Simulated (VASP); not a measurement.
Input of a VASP 6.6.1 run:

Contents of INCAR:

```
SYSTEM = KI
PREC = Accurate
ENCUT = 520
EDIFF = 1E-6
ISMEAR = 0
SIGMA = 0.05
LREAL = .False.
LASPH = .True.
NELM = 80
ALGO = Normal
ISIF = 2
LWAVE = .False.
LCHARG = .False.
GGA = PS
NBANDS = 15
```

The input KPOINTS:

```
regular mesh
0
Gamma
  6 6 6
  0 0 0
```

File POSCAR:

```
KI
1.0
    0.0000000000      3.5245500000      3.6479092500
    3.5245500000      0.0000000000      3.6479092500
    3.5245500000      3.5245500000      0.0000000000
K I
1 1
Direct
    0.0000000000      0.0000000000      0.0000000000
    0.5000000000      0.5000000000      0.5000000000
```

Potentials or basis: VASP PAW PBE potentials, release 64 (K_sv, I).

The run is started by

```bash
$ cat potpaw_PBE.64/K_sv/POTCAR potpaw_PBE.64/I/POTCAR > POTCAR
$ mpirun -np 1 vasp_std > vasp.out
```

Q: What does it give for the pressure?

A: -0.5 GPa.

Q: What does it give for the band gap on the k mesh?

A: 3.76 eV, direct.

Stress tensor (GPa, compression positive):
```
-0.28  0.00  0.00
 0.00 -0.28  0.00
 0.00  0.00 -0.91
```

Caveat: the cell differs from its parent crystal (strain +0.0350 x Voigt [0, 0, 1, 0, 0, 0]); the PAW data sets were made with another functional, which shifts forces and pressure a little; spin-orbit coupling is left out, which moves the levels of the heavy elements.
